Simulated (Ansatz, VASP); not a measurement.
# Two plane-wave programs on W

```
W
1.0
     0.00000    2.63050    2.63050
     2.63050    0.00000    2.63050
     2.63050    2.63050    0.00000
W
2
Direct
  0.50000 0.50000 0.50000
  0.75000 0.75000 0.75000
```

Alike in both runs: task relaxation of cell and atoms; functional PBEsol; k mesh 6 × 6 × 6; occupations gaussian, width 0.1 eV; no spin polarisation.

```csv
,VASP,Ansatz
version,VASP 6.6.1,Ansatz 0.2.0
potentials or method,"VASP PAW PBE potentials, release 64 (W_sv), cutoff 600 eV","scalar-relativistic, plane waves, PAW"
valence electrons in the cell,28,28
```

Ansatz gave:

- gap on the k mesh at the Fermi level, each at its own relaxed structure (eV): none
- relaxed volume (Å³/atom): 23.75
- relaxed cell length with the largest relative difference (Å): 4.065

Q: What did VASP give for the same quantities?

A: gap on the k mesh at the Fermi level, each at its own relaxed structure (eV): none; relaxed volume (Å³/atom): 23.91; relaxed cell length with the largest relative difference (Å): 4.074.

VASP's potentials were made for PBE, not for PBEsol. A gap of «none» marks a metal or a gap that the smearing closes.

Spin-orbit coupling is off throughout. Noted on VASP's run: the volume moved by over 15 % at a fixed basis, so the end points are rough.
